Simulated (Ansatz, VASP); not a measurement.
La3O2: VASP beside Ansatz

```
CELL_PARAMETERS angstrom
4.85741 0.00000 0.00000
0.00000 4.85741 0.00000
0.00000 0.00000 4.85741
ATOMIC_POSITIONS crystal
La 0.00000 0.50000 0.50000
La 0.50000 0.00000 0.50000
La 0.50000 0.50000 0.00000
O 0.50000 0.50000 0.50000
O 0.00000 0.00000 0.00000
```

Alike in both runs: task relaxation of cell and atoms; functional PBE; k mesh 8 × 8 × 8; occupations gaussian, width 0.1 eV; no spin polarisation.

|  | VASP | Ansatz |
| --- | --- | --- |
| version | VASP 6.6.1 | Ansatz 0.2.0 |
| potentials or method | VASP PAW PBE potentials, release 64 (La, O), cutoff 600 eV | scalar-relativistic, plane waves, PAW |
| valence electrons in the cell | 45 | 45 |

|  | VASP | Ansatz | Ansatz less VASP |
| --- | --- | --- | --- |
| gap on the k mesh at the Fermi level, each at its own relaxed structure (eV) | none | none | - |
| relaxed volume (Å³/atom) | 22.92 | 22.98 | +0.056 |
| relaxed cell length with the largest relative difference (Å) | 4.857 | 4.861 | +0.0039 |

A gap of «none» marks a metal or a gap that the smearing closes.

Spin-orbit coupling is off throughout. Noted on VASP's run: the relaxation stopped at its first step, so nothing moved.
